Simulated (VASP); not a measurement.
Input of a VASP 6.6.1 run:

The input INCAR:

```
SYSTEM = Co
PREC = Accurate
ENCUT = 520
EDIFF = 1E-6
ISMEAR = -1
SIGMA = 0.05
LREAL = .False.
LASPH = .True.
NELM = 150
ALGO = Fast
ISIF = 2
LWAVE = .False.
LCHARG = .False.
ISPIN = 2
MAGMOM = 2 -1
LORBIT = 11
LMAXMIX = 4
GGA = PE
NBANDS = 20
```

The input KPOINTS:

```
Automatic mesh
0
Gamma
  12 12 7
  0 0 0
```

File POSCAR:

```
Co
1.0
    2.4873648738      0.0000000000      0.0000000000
   -1.2436824369      2.1541211692      0.0000000000
    0.0000000000      0.0000000000      4.0632895034
Co
2
Direct
    0.3333333333      0.6666666667      0.7401390000
    0.6666666667      0.3333333333      0.2598610000
```

Potentials or basis: VASP PAW PBE potentials, release 64 (Co).

Run with:

```bash
$ cat potpaw_PBE.64/Co/POTCAR > POTCAR
$ mpirun -np 1 vasp_std > vasp.out
```

Estimate the band gap on the k mesh.

zero (filled and empty bands overlap).

Estimate the site moments.

Co +0.96, -0.96 μB.

Forces in eV/Å, atoms in the order of the input:
```
Co   0.000  0.000  0.602
Co   0.000  0.000 -0.602
```
